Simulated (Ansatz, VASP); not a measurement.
Two plane-wave programs on Pb

Contents of INCAR:

```
SYSTEM = Pb
PREC = Accurate
ENCUT = 600
EDIFF = 1E-6
ISMEAR = -1
SIGMA = 0.05
LREAL = .False.
LASPH = .True.
NELM = 80
ALGO = Fast
ISIF = 3
LWAVE = .False.
LCHARG = .False.
GGA = PE
IVDW = 12
IBRION = 2
NSW = 60
EDIFFG = -0.01
```

The input KPOINTS:

```
Automatic mesh
0
Gamma
  7 7 7
  0 0 0
```

File POSCAR:

```
Pb
1.0
    0.0000000000      3.4390000555      3.4390000555
    3.4390000555      0.0000000000      3.4390000555
    3.4390000555      3.4390000555      0.0000000000
Pb
2
Direct
    0.2500000000      0.2500000000      0.2500000000
    0.0000000000      0.0000000000      0.0000000000
```

The input input.yaml:

```yaml
crystal:
  lattice:
    - [0.0, 3.4390000555, 3.4390000555]
    - [3.4390000555, 0.0, 3.4390000555]
    - [3.4390000555, 3.4390000555, 0.0]
  atoms:
    - { symbol: Pb, position: [0.25, 0.25, 0.25] }
    - { symbol: Pb, position: [0.0, 0.0, 0.0] }
hamiltonian:
  xc: pbe
  pseudopotentials: { kind: paw }
  dispersion: d3bj
kpoints:
  mp_grid: { grid: [7, 7, 7] }
scf:
  occupations: { method: fermi_dirac, width: 0.05 }
output:
  forces: true
  stress: true
  eigenvalues: true
relax:
  f_tol: 0.01
  max_steps: 40
  cell: { stress_tol: 0.05 }
```

Alike in both runs: task relaxation of cell and atoms; functional PBE; dispersion D3(BJ); k mesh 7 × 7 × 7; occupations fermi-dirac, width 0.05 eV; no spin polarisation.

```csv
,VASP,Ansatz
version,VASP 6.6.1,Ansatz 0.2.0
potentials or method,"VASP PAW PBE potentials, release 64 (Pb_d)",Ansatz PAW
plane-wave cutoff (eV),600,420
valence electrons in the cell,28,28
```

|  | VASP | Ansatz | Ansatz less VASP |
| --- | --- | --- | --- |
| gap on the k mesh at the Fermi level, each at its own relaxed structure (eV) | none | none | - |
| relaxed volume (Å³/atom) | 42.22 | 42.23 | +0.015 |
| relaxed cell length with the largest relative difference (Å) | 4.924 | 4.925 | +0.0006 |

A gap of «none» marks a metal or a gap that the smearing closes.

Spin-orbit coupling is off throughout. Noted on Ansatz's run: the plane-wave basis is chosen anew once the cell has moved, so the energies of steps on either side of that aren't comparable.
